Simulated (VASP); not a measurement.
Wanted: the native input for a VASP 6.6.1 run.

```yaml
Task: single point
Functional: PBEsol
Potentials_or_basis: VASP PAW PBE potentials, release 64 (W_sv, S)
Cutoff: 520 eV
k_mesh: 12 × 12 × 2
Occupations: gaussian, width 0.05 eV
Spin: no spin polarisation
Dipole_correction: no
Further_INCAR_settings: ALGO = Normal; EDIFF = 1e-06; NBANDS = 35
```

The structure of WS2 lies in POSCAR:

```
WS2
1.0
    3.0599748907      0.0000000000      0.0000000000
   -1.5299874454      2.6500159903      0.0000000000
    0.0000000000      0.0000000000     12.3485284809
W S
2 4
Direct
    0.3333333333      0.6666666667      0.2500000000
    0.6666666667      0.3333333333      0.7500000000
    0.3333333333      0.6666666667      0.6199879487
    0.6666666667      0.3333333333      0.1199879487
    0.3333333333      0.6666666667      0.8800120513
    0.6666666667      0.3333333333      0.3800120513
```

One way to write it, as run:

INCAR

```
PREC = Accurate ; ENCUT = 520
EDIFF = 1E-6 ; ISMEAR = 0
SIGMA = 0.05 ; LREAL = False
LASPH = True ; NELM = 100
ALGO = Normal ; ISIF = 2
LWAVE = False ; LCHARG = False
GGA = PS ; NBANDS = 35
```

KPOINTS

```
Automatic mesh
0
Gamma
  12 12 2
```

Potentials or basis: VASP PAW PBE potentials, release 64 (W_sv, S).

Run with:

```console
$ cat potpaw_PBE.64/W_sv/POTCAR potpaw_PBE.64/S/POTCAR > POTCAR
$ mpirun -np 1 vasp_std > vasp.out
```

Results of the run:

```
Pressure               : 6.1 GPa
Largest force          : 0.134 eV/Å
Band gap on the k mesh : 0.98 eV, indirect (least direct gap 2.19 eV)
```

Caveat: the PAW data sets were made with another functional, which shifts forces and pressure a little; spin-orbit coupling is left out, which moves the levels of the heavy elements; this functional lacks dispersion, which binds the layers, so the pressure and a relaxed spacing across them are unreliable.

Wall time 2.8 min on 1 thread of Intel Xeon 8259CL (shared host), peak memory 0.28 GiB.
